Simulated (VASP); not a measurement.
Input of a VASP 6.6.1 run:

The input INCAR:

```
PREC = Accurate ; ENCUT = 600
EDIFF = 1E-6 ; ISMEAR = 1
SIGMA = 0.05 ; LREAL = False
LASPH = True ; NELM = 80
ALGO = Normal ; ISIF = 3
LWAVE = False ; LCHARG = False
GGA = PS ; IBRION = 2
NSW = 80 ; EDIFFG = -0.01
PSTRESS = 200.0
```

Contents of KPOINTS:

```
regular mesh
0
Gamma
  9 9 9
```

POSCAR

```
Pt
1.0
    2.5500000000      0.0000000000      0.0000000000
    0.0000000000      2.5500000000      0.0000000000
    0.0000000000      0.0000000000      2.5500000000
Pt
1
Direct
    0.0000000000      0.0000000000      0.0000000000
```

Potentials or basis: VASP PAW PBE potentials, release 64 (Pt).

Command:

```console
$ cat potpaw_PBE.64/Pt/POTCAR > POTCAR
$ mpirun -np 1 vasp_std > vasp.out
```

(1) What does it give for the space group after relaxing (to 0.05 Å)?

(2) What does it give for the band gap on the k mesh?

(3) What does it give for the relaxed cell?

## Answers

(1) Pm-3m (No. 221).

(2) zero (band 5 reaches 11.97 eV, above the bottom of band 6 at 8.74 eV).

(3) a = 2.521 Å, b = 2.521 Å, c = 2.521 Å, α = 90.00°, β = 90.00°, γ = 90.00°.

Caveat: the cell is relaxed towards a set pressure, so the enthalpy falls and the energy may rise; spin-orbit coupling is left out, which moves the levels of the heavy elements.
